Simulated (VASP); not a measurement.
# CoO (I4/mmm) in VASP: further runs

Runs on CoO. Level: PBEsol. Tasks: single point.

Program: VASP 6.6.1. These are calculated values, not measurements. Logs are shortened: lines on timing, memory, paths and dates and some standing lists are left out, and cuts for length are marked.

## 1. The cell of the first run

The structure is tetragonal, space group I4/mmm (No. 139). Conventional cell: a = 3.014 Å, b = 3.014 Å, c = 4.306 Å, α = 90.00°, β = 90.00°, γ = 90.00°. Co (site symmetry 4/mmm) has 6 O at 2.13 to 2.15 Å within 2.8 Å. Within 2.8 Å of O (site symmetry 4/mmm) lie 6 Co at 2.13 to 2.15 Å.

## 2. Single point, PBEsol, collinear spin, ferromagnetic start (zz strain of +1 %)

INCAR reads:

```
SYSTEM = CoO
ALGO = Normal
EDIFF = 1E-6
ENCUT = 600
GGA = PS
GGA_COMPAT = .False.
ISIF = 2
ISMEAR = -1
ISPIN = 2
LASPH = .True.
LCHARG = .False.
LMAXMIX = 4
LORBIT = 11
LREAL = .False.
LWAVE = .False.
MAGMOM = 2 0
NBANDS = 18
NELM = 200
PREC = Accurate
SIGMA = 0.05
```

KPOINTS reads:

```
k-points
0
Gamma
  16 16 16
  0 0 0
```

POSCAR reads:

```
CoO
1.0
    0.0000000000      2.1315000000      2.1528150000
    2.1315000000      0.0000000000      2.1528150000
    2.1315000000      2.1315000000      0.0000000000
Co O
1 1
Direct
    0.0000000000      0.0000000000      0.0000000000
    0.5000000000      0.5000000000      0.5000000000
```

Potentials or basis: VASP PAW PBE potentials, release 64 (Co, O).

Launch:

```bash
$ cat potpaw_PBE.64/Co/POTCAR potpaw_PBE.64/O/POTCAR > POTCAR
$ mpirun -np 1 vasp_std > vasp.out
```

OUTCAR:

```text
SYSTEM = CoO
   EDIFF = 1E-6
   ENCUT = 600
   GGA = PS
   ISIF = 2
   ISMEAR = -1
   ISPIN = 2
   LASPH = .True.
   LORBIT = 11
   LREAL = .False.
   NELM = 200
   PREC = Accurate

 ion  position               nearest neighbor table
   1  0.000  0.000  0.000-   2 2.13   2 2.13   2 2.13   2 2.13   2 2.15   2 2.15
   2  0.500  0.500  0.500-   1 2.13   1 2.13   1 2.13   1 2.13   1 2.15   1 2.15

  LATTYP: Found a body centered tetragonal cell.
 ALAT       =     3.0143962082
 C/A-ratio  =     1.4283556980

  Lattice vectors:

 A1 = (  -2.1315000000,   0.0000000000,   2.1528150000)
 A2 = (   2.1315000000,   0.0000000000,   2.1528150000)
 A3 = (   0.0000000000,   2.1315000000,  -2.1528150000)

Analysis of symmetry for initial positions (statically):
=====================================================================
 Subroutine PRICEL returns:
 Original cell was already a primitive cell.

 Routine SETGRP: Setting up the symmetry group for a
 body centered tetragonal supercell.

 Subroutine GETGRP returns: Found 16 space group operations
 (whereof 16 operations were pure point group operations)
 out of a pool of 16 trial point group operations.

The static configuration has the point symmetry D_4h.

Analysis of symmetry for dynamics (positions and initial velocities):
=====================================================================
 Subroutine PRICEL returns:
 Original cell was already a primitive cell.

 Routine SETGRP: Setting up the symmetry group for a
 body centered tetragonal supercell.

 Subroutine GETGRP returns: Found 16 space group operations
 (whereof 16 operations were pure point group operations)
 out of a pool of 16 trial point group operations.

The dynamic configuration has the point symmetry D_4h.

Analysis of structural, dynamic, and magnetic symmetry:
=====================================================================
 Subroutine PRICEL returns:
 Original cell was already a primitive cell.

 Routine SETGRP: Setting up the symmetry group for a
 body centered tetragonal supercell.

 Subroutine GETGRP returns: Found 16 space group operations
 (whereof 16 operations were pure point group operations)
 out of a pool of 16 trial point group operations.

The overall configuration has the point symmetry D_4h.

 Subroutine INISYM returns: Found 16 space group operations
 (whereof 16 operations are pure point group operations),
 and found     1 'primitive' translations

----------------------------------------------------------------------------------------

                                     Primitive cell

  volume of cell :      19.5617

  direct lattice vectors                    reciprocal lattice vectors
     0.000000000  2.131500000  2.152815000    -0.234576589  0.234576589  0.232254049
     2.131500000  0.000000000  2.152815000     0.234576589 -0.234576589  0.232254049
     2.131500000  2.131500000  0.000000000     0.234576589  0.234576589 -0.232254049

  length of vectors
     3.029505681  3.029505681  3.014396208     0.404962092  0.404962092  0.404962092

  position of ions in fractional coordinates (direct lattice)
     0.000000000  0.000000000  0.000000000
     0.500000000  0.500000000  0.500000000

  ion indices of the primitive-cell ions
   primitive index   ion index
                 1           1
                 2           2

----------------------------------------------------------------------------------------

 KPOINTS: k-points

Automatic generation of k-mesh.
 Grid dimensions read from file:
 generate k-points for:   16   16   16

 Generating k-lattice:

  Cartesian coordinates                     Fractional coordinates (reciprocal lattice)
    -0.014661037  0.014661037  0.014515878     0.062500000  0.000000000  0.000000000
     0.014661037 -0.014661037  0.014515878     0.000000000  0.062500000  0.000000000
     0.014661037  0.014661037 -0.014515878     0.000000000  0.000000000  0.062500000

  Length of vectors
     0.025310131  0.025310131  0.025310131

  Shift w.r.t. Gamma in fractional coordinates (k-lattice)
     0.000000000  0.000000000  0.000000000

 Subroutine IBZKPT returns following result:
 ===========================================

 Found    349 irreducible k-points:

 Following reciprocal coordinates:
            Coordinates               Weight
  0.000000  0.000000  0.000000      1.000000
  0.062500  0.000000  0.000000      8.000000
  0.125000  0.000000  0.000000      8.000000
  0.187500  0.000000  0.000000      8.000000
  0.250000  0.000000  0.000000      8.000000
  0.312500  0.000000  0.000000      8.000000
[... 16 lines left out ...]
 -0.125000  0.062500  0.000000      8.000000
 -0.062500  0.062500  0.000000      4.000000
 [... further k-points ...]
   k-points           NKPTS =    349   k-points in BZ     NKDIM =    349   number of bands    NBANDS=     18
   number of dos      NEDOS =    301   number of ions     NIONS =      2
   total plane-waves  NPLWV =  13824
[... 80 lines left out ...]
     17      28.8238      0.00000
     18      32.0136      0.00000

 k-point     2 :       0.0625    0.0000    0.0000
  band No.  band energies     occupation
      1     -12.4242      1.00000
      2       3.8474      1.00000
      3       3.8593      1.00000
      4       3.9411      1.00000
      5       4.4971      1.00000
      6       4.5437      1.00000
[... 10 lines left out ...]
     17      29.2872      0.00000
     18      32.6920      0.00000

 k-point     3 :       0.1250    0.0000    0.0000
  band No.  band energies     occupation
      1     -12.3068      1.00000
      2       3.1445      1.00000
      3       3.3117      1.00000
      4       3.3304      1.00000
      5       4.5734      1.00000
      6       4.6177      1.00000
[... 412 lines left out ...]
 k-point    23 :      -0.1250    0.0625    0.0000
  band No.  band energies     occupation
      1     -12.2180      1.00000
      2       2.5882      1.00000
      3       2.9196      1.00000
      4       3.4393      1.00000
      5       4.6024      1.00000
      6       4.6451      1.00000
[... 10 lines left out ...]
     17      31.8371      0.00000
     18      33.9513      0.00000

 k-point    24 :      -0.0625    0.0625    0.0000
  band No.  band energies     occupation
      1     -12.3572      1.00000
      2       3.3063      1.00000
      3       3.3781      1.00000
      4       3.9090      1.00000
      5       4.4888      1.00000
      6       4.5808      1.00000
[... 10 lines left out ...]
     17      30.1784      0.00000
     18      32.8751      0.00000

 [... further k-points ...]

 spin component 2

 k-point     1 :       0.0000    0.0000    0.0000
  band No.  band energies     occupation
      1     -11.9156      1.00000
      2       5.0860      1.00000
      3       5.0860      1.00000
      4       5.1302      1.00000
      5       6.5430      1.00000
      6       6.5840      1.00000
[... 10 lines left out ...]
     17      29.7735      0.00000
     18      32.8364      0.00000

 k-point     2 :       0.0625    0.0000    0.0000
  band No.  band energies     occupation
      1     -11.8739      1.00000
      2       4.7178      1.00000
      3       4.9299      1.00000
      4       4.9590      1.00000
      5       6.6075      1.00000
      6       6.6350      1.00000
[... 10 lines left out ...]
     17      30.1622      0.00000
     18      33.5406      0.00000

 k-point     3 :       0.1250    0.0000    0.0000
  band No.  band energies     occupation
      1     -11.7529      1.00000
      2       3.8998      1.00000
      3       4.5725      1.00000
      4       4.5986      1.00000
      5       6.7349      1.00000
      6       6.7503      1.00000
[... 412 lines left out ...]
 k-point    23 :      -0.1250    0.0625    0.0000
  band No.  band energies     occupation
      1     -11.6613      1.00000
      2       3.4142      1.00000
      3       4.2968      1.00000
      4       4.4856      1.00000
      5       6.7269      1.00000
      6       6.9173      1.00000
[... 10 lines left out ...]
     17      32.4970      0.00000
     18      34.8040      0.00000

 k-point    24 :      -0.0625    0.0625    0.0000
  band No.  band energies     occupation
      1     -11.8048      1.00000
      2       4.1929      1.00000
      3       4.6687      1.00000
      4       4.8325      1.00000
      5       6.6378      1.00000
      6       6.7774      1.00000
[... 10 lines left out ...]
     17      30.9766      0.00000
     18      33.7173      0.00000

 [... further k-points ...]

------------------------ aborting loop because EDIFF is reached ----------------------------------------

  FORCE on cell =-STRESS in cart. coord.  units (eV):
  Direction    XX          YY          ZZ          XY          YZ          ZX
  --------------------------------------------------------------------------------------
  -------------------------------------------------------------------------------------
  Total       -1.5719538     -1.5719538     -1.5904582      0.0000000      0.0000000     -0.0000000
  in kB     -128.7487378   -128.7487378   -130.2643121      0.0000000      0.0000000     -0.0000000
  external PRESSURE =    -129.2539292 kB  Pullay stress =       0.0000000 kB

 VOLUME and BASIS-vectors are now :
 -----------------------------------------------------------------------------
  energy-cutoff  :      600.00
  volume of cell :       19.56
      direct lattice vectors                 reciprocal lattice vectors
     0.000000000  2.131500000  2.152815000    -0.234576589  0.234576589  0.232254049
     2.131500000  0.000000000  2.152815000     0.234576589 -0.234576589  0.232254049
     2.131500000  2.131500000  0.000000000     0.234576589  0.234576589 -0.232254049

 POSITION                                       TOTAL-FORCE (eV/Angst)
 -----------------------------------------------------------------------------------
      0.00000      0.00000      0.00000         0.000000      0.000000      0.000000
      2.13150      2.13150      2.15281        -0.000000     -0.000000      0.000000
 -----------------------------------------------------------------------------------
    total drift:                                0.000000     -0.000000     -0.000000

  FREE ENERGIE OF THE ION-ELECTRON SYSTEM (eV)
  ---------------------------------------------------
  free  energy   TOTEN  =       -13.9452095629 eV

  energy  without entropy=      -13.9122350820  energy(sigma->0) =      -13.92872232

 total charge

# of ion       s       p       d       tot
------------------------------------------
    1        0.294   0.353   7.133   7.780
    2        1.547   3.396   0.000   4.943
--------------------------------------------------
tot          1.841   3.749   7.133  12.723

 magnetization (x)

# of ion       s       p       d       tot
------------------------------------------
    1        0.020   0.017   2.546   2.582
    2        0.029   0.293   0.000   0.322
--------------------------------------------------
tot          0.048   0.310   2.546   2.904
```

It took 6.2 min on 1 thread of Intel Xeon 8259CL, shared host; peak memory 0.34 GiB.

What came out:

```
Free energy                                           : -13.9452 eV
Pressure                                              : -12.9 GPa
Net moment                                            : 2.96 μB per cell
Site moments                                          : Co +2.58; O +0.32 μB
Valence electrons inside the program's atomic spheres : Co 7.78; O 4.94
```

Stress tensor (GPa, compression positive):
```
-12.87   0.00   0.00
  0.00 -12.87   0.00
  0.00   0.00 -13.03
```

Levels at points of the mesh, in eV from the Fermi level:
Spin up:
```csv
k point,band 5,band 6,band 7,band 8,band 9,band 10,band 11,band 12,band 13,band 14
"(0.00, 0.00, 0.00)",-3.18,-3.18,-3.15,-3.11,-3.11,0.78,16.54,17.80,17.83,17.83
"(0.50, 0.00, 0.00)",-2.43,-2.41,-1.88,0.00,0.07,4.83,9.07,13.03,13.25,20.07
"(0.50, 0.50, 0.00)",-4.01,-2.96,-2.46,-2.13,-2.13,5.60,9.47,11.48,15.49,15.49
"(0.50, 0.00, 0.50)",-3.97,-2.94,-2.45,-2.16,-2.14,5.61,9.59,11.36,15.28,15.45
```
Spin down:
```csv
k point,band 3,band 4,band 5,band 6,band 7,band 8,band 9,band 10
"(0.00, 0.00, 0.00)",-2.56,-2.52,-1.10,-1.06,-1.06,-0.12,-0.12,1.35
"(0.50, 0.00, 0.00)",-4.64,-4.62,-0.13,-0.10,0.19,2.51,2.57,5.14
"(0.50, 0.50, 0.00)",-3.78,-3.78,-2.20,0.14,0.14,0.33,0.80,6.45
"(0.50, 0.00, 0.50)",-3.85,-3.77,-2.21,0.13,0.16,0.36,0.80,6.45
```

Caveat: the cell differs from its parent crystal (zz strain of +1 %); the cell stands under tension; the PAW data sets were made with another functional, which shifts forces and pressure a little; a cell with one magnetic atom can't hold antiferromagnetic order, which such compounds often take; semilocal functionals often make such compounds metallic where correlation or magnetic order opens a gap, which also shifts bond lengths.

## 3. Single point, PBEsol, collinear spin, ferromagnetic start (equal xx and yy strain of -1 %)

INCAR reads:

```
PREC = Accurate ; ENCUT = 600
EDIFF = 1E-6 ; ISMEAR = -1
SIGMA = 0.05 ; LREAL = F
LASPH = T ; NELM = 200
ALGO = Normal ; ISIF = 2
LWAVE = F ; LCHARG = T
ISPIN = 2 ; MAGMOM = 2 0
LORBIT = 11 ; LMAXMIX = 4
GGA = PS ; LELF = T
LVHAR = T ; NBANDS = 18
GGA_COMPAT = F
```

KPOINTS reads:

```
Automatic mesh
0
Gamma
  16 16 16
```

POSCAR reads:

```
CoO
1.0
    0.0000000000      2.1101850000      2.1315000000
    2.1101850000      0.0000000000      2.1315000000
    2.1101850000      2.1101850000      0.0000000000
Co O
1 1
Direct
    0.0000000000      0.0000000000      0.0000000000
    0.5000000000      0.5000000000      0.5000000000
```

Potentials or basis: VASP PAW PBE potentials, release 64 (Co, O).

Launch:

```bash
$ cat potpaw_PBE.64/Co/POTCAR potpaw_PBE.64/O/POTCAR > POTCAR
$ mpirun -np 1 vasp_std > vasp.out
```

Run time: 3.6 min. Hardware: 1 thread of Intel Xeon Platinum 8488C (Sapphire Rapids), shared host; peak memory 0.33 GiB.

The run converged. Its results:

| Item | Value |
| --- | --- |
| Free energy | -13.9824 eV |
| Pressure | -8.5 GPa |
| Net moment | 2.89 μB per cell |
| Site moments | Co +2.54; O +0.31 μB |
| Valence electrons inside the program's atomic spheres | Co 7.83; O 4.96 |

Stress tensor (GPa, compression positive):
```
-8.41  0.00  0.00
 0.00 -8.41  0.00
 0.00  0.00 -8.56
```

Levels at points of the mesh, in eV from the Fermi level:
Spin up:
| k point | band 7 | band 8 | band 9 | band 10 | band 11 | band 12 |
| --- | --- | --- | --- | --- | --- | --- |
| (0.00, 0.00, 0.00) | -3.21 | -3.13 | -3.13 | 0.94 | 16.63 | 18.04 |
| (0.50, 0.00, 0.00) | -1.84 | 0.09 | 0.16 | 4.89 | 9.35 | 13.23 |
| (0.50, 0.50, 0.00) | -2.38 | -2.09 | -2.09 | 5.81 | 9.65 | 11.62 |
| (0.50, 0.00, 0.50) | -2.37 | -2.11 | -2.10 | 5.81 | 9.78 | 11.50 |
Spin down:
```csv
k point,band 2,band 3,band 4,band 5,band 6,band 7,band 8,band 9,band 10,band 11
"(0.00, 0.00, 0.00)",-2.72,-2.72,-2.67,-1.17,-1.13,-1.13,-0.17,-0.17,1.49,16.57
"(0.50, 0.00, 0.00)",-7.86,-4.87,-4.84,-0.14,-0.11,0.19,2.57,2.63,5.20,10.15
"(0.50, 0.50, 0.00)",-6.66,-3.97,-3.97,-2.34,0.15,0.15,0.30,0.84,6.64,10.16
"(0.50, 0.00, 0.50)",-6.64,-4.05,-3.96,-2.34,0.14,0.16,0.33,0.83,6.64,10.27
```

Caveat: the cell differs from its parent crystal (equal xx and yy strain of -1 %); the cell stands under tension; the PAW data sets were made with another functional, which shifts forces and pressure a little; a cell with one magnetic atom can't hold antiferromagnetic order, which such compounds often take; semilocal functionals often make such compounds metallic where correlation or magnetic order opens a gap, which also shifts bond lengths.

## 4. Single point, PBEsol, collinear spin, ferromagnetic start (zz strain of -2 %)

INCAR reads:

```
PREC = Accurate
ENCUT = 600
EDIFF = 1E-6
ISMEAR = -1
SIGMA = 0.05
LREAL = F
LASPH = T
NELM = 200
ALGO = Normal
ISIF = 2
LWAVE = F
LCHARG = F
ISPIN = 2
MAGMOM = 2 0
LORBIT = 11
LMAXMIX = 4
GGA = PS
NBANDS = 18
GGA_COMPAT = F
```

KPOINTS is that of step 3.

POSCAR reads:

```
CoO
1.0
    0.0000000000      2.1315000000      2.0888700000
    2.1315000000      0.0000000000      2.0888700000
    2.1315000000      2.1315000000      0.0000000000
Co O
1 1
Direct
    0.0000000000      0.0000000000      0.0000000000
    0.5000000000      0.5000000000      0.5000000000
```

Launch:

```bash
$ cat potpaw_PBE.64/Co/POTCAR potpaw_PBE.64/O/POTCAR > POTCAR
$ mpirun -np 1 vasp_std > vasp.out
```

Wall time 3.3 min (1 thread of Intel Xeon Platinum 8488C (Sapphire Rapids), shared host); peak memory 0.33 GiB.

It converged, with:

| Property | Result |
| --- | --- |
| Free energy | -13.9822 eV |
| Pressure | -8.5 GPa |
| Net moment | 2.89 μB per cell |
| Site moments | Co +2.53; O +0.30 μB |
| Valence electrons inside the program's atomic spheres | Co 7.84; O 4.96 |

Stress tensor (GPa, compression positive):
```
-8.65  0.00  0.00
 0.00 -8.65  0.00
 0.00  0.00 -8.18
```

Levels at points of the mesh, in eV from the Fermi level:
Spin up:
| k point | band 7 | band 8 | band 9 | band 10 | band 11 | band 12 |
| --- | --- | --- | --- | --- | --- | --- |
| (0.00, 0.00, 0.00) | -3.20 | -3.20 | -3.04 | 0.94 | 16.63 | 18.04 |
| (0.50, 0.00, 0.00) | -1.83 | 0.05 | 0.19 | 4.89 | 9.35 | 13.11 |
| (0.50, 0.50, 0.00) | -2.36 | -2.12 | -2.12 | 5.82 | 9.91 | 11.39 |
| (0.50, 0.00, 0.50) | -2.37 | -2.11 | -2.06 | 5.81 | 9.64 | 11.62 |
Spin down:
| k point | band 4 | band 5 | band 6 | band 7 | band 8 | band 9 |
| --- | --- | --- | --- | --- | --- | --- |
| (0.00, 0.00, 0.00) | -2.68 | -1.17 | -1.17 | -1.08 | -0.19 | -0.16 |
| (0.50, 0.00, 0.00) | -4.84 | -0.15 | -0.10 | 0.19 | 2.54 | 2.65 |
| (0.50, 0.50, 0.00) | -4.04 | -2.34 | 0.15 | 0.15 | 0.37 | 0.82 |
| (0.50, 0.00, 0.50) | -3.90 | -2.34 | 0.12 | 0.17 | 0.30 | 0.84 |

Caveat: the cell differs from its parent crystal (zz strain of -2 %); the cell stands under tension; the PAW data sets were made with another functional, which shifts forces and pressure a little; a cell with one magnetic atom can't hold antiferromagnetic order, which such compounds often take; semilocal functionals often make such compounds metallic where correlation or magnetic order opens a gap, which also shifts bond lengths.

## 5. Overview

| cell | gap on the mesh (eV) | pressure (GPa) | moment (μB) |
| --- | --- | --- | --- |
| a = 3.030, b = 3.030, c = 3.014 Å, angles 60.2, 60.2, 59.7°, 2 atoms | none | -12.9 | 2.96 |
| a = 2.999, b = 2.999, c = 2.984 Å, angles 60.2, 60.2, 59.7°, 2 atoms | none | -8.5 | 2.89 |
| a = 2.984, b = 2.984, c = 3.014 Å, angles 59.7, 59.7, 60.7°, 2 atoms | none | -8.5 | 2.89 |

Alike in all rows: task single point; level PBEsol; potentials or basis VASP PAW PBE potentials, release 64 (Co, O); spin collinear, ferromagnetic start; k mesh 16 × 16 × 16; cutoff (eV) 600; smearing fermi-dirac 0.05 eV.

Caveats: the cell stands under tension; the PAW data sets were made with another functional, which shifts forces and pressure a little; a cell with one magnetic atom can't hold antiferromagnetic order, which such compounds often take; semilocal functionals often make such compounds metallic where correlation or magnetic order opens a gap, which also shifts bond lengths.

Absolute energies hang on the potentials; compare differences alone.
